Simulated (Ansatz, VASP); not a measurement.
## HfN in VASP and in Ansatz

```
Hf N
1.0
     0.00000    2.25900    2.25900
     2.25900    0.00000    2.25900
     2.25900    2.25900    0.00000
Hf N
1 1
Direct
  0.00000 0.00000 0.00000
  0.47652 0.50000 0.50000
```

Change from the starting cell: all N atoms moved +0.075 Å, as atom 2 towards its neighbour atom 2 (N) at 3.195 Å.

Alike in both runs: task single point; functional r2SCAN; k mesh 18 × 18 × 18; occupations gaussian, width 0.15 eV; no spin polarisation.

|  | VASP | Ansatz |
| --- | --- | --- |
| version | VASP 6.6.1 | Ansatz 0.2.0 |
| potentials or method | VASP PAW PBE potentials, release 64 (Hf_pv, N), cutoff 520 eV | scalar-relativistic, plane waves, PAW |
| valence electrons in the cell | 15 | 31 |

VASP gave:

```
gap on the k mesh at the Fermi level (eV)                     : none
pressure (GPa)                                                : -0.5
traceless stress, the component that is largest in VASP (GPa) : -0.71
rms of the force components (eV/Å)                            : 0.505
```

Q: Estimate Ansatz's values.

A: gap on the k mesh at the Fermi level (eV): none; pressure (GPa): 2.2; traceless stress, the component that is largest in VASP (GPa): -0.71; rms of the force components (eV/Å): 0.509.

VASP's potentials were made for PBE, not for r2SCAN. Atom by atom the forces differ by 0.003 eV/Å (rms over components). A gap of «none» marks a metal or a gap that the smearing closes. The functional is the same, so the differences come from potentials, cutoffs and numerics. VASP's potentials hold 15 valence electrons a cell and Ansatz's 31, so a difference there can come from the potentials and not from the codes.

Spin-orbit coupling is off throughout.
